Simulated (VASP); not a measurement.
Crystal: Te.

```xyz
3
Lattice="4.4469 0.0000 0.0000 -2.2235 3.8512 0.0000 0.0000 0.0000 5.9149" Properties=species:S:1:pos:R:3 pbc="T T T"
Te    1.1962    0.0000    0.9858
Te   -0.5981    1.0360    4.9291
Te    1.6254    2.8152    2.9575
```

Base run:

- Program: VASP 6.6.1
- Functional: PBE
- Potentials or basis: VASP PAW PBE potentials, release 64 (Te)
- Cutoff: 520 eV
- k mesh: 9 × 9 × 6
- Occupations: gaussian, width 0.01 eV
- Spin: no spin polarisation

Its results: band gap on the k mesh 0.17 eV, direct; pressure 1.7 GPa; largest force 0.188 eV/Å.

**Question.** After a change of settings the same cell gave: band gap on the k mesh 0.33 eV, direct; pressure 1.2 GPa; largest force 0.034 eV/Å. Which change was it?
A. functional from PBE to PBEsol; further incar settings from ALGO = Normal; EDIFF = 1e-06; NBANDS = 16 to ALGO = Normal; EDIFF = 1e-07; NBANDS = 16
B. functional from PBE to r2SCAN
C. functional from PBE to LDA; potentials or basis from VASP PAW PBE potentials, release 64 (Te) to VASP PAW LDA potentials, release 64 (Te)

**Answer.** B.

r2SCAN gives the wider gap, since meta-GGAs in the generalised Kohn-Sham scheme recover part of the derivative discontinuity.

Caveats: spin-orbit coupling is left out, which moves the levels of the heavy elements; the PAW data sets were made with another functional, which shifts forces and pressure a little (some runs).
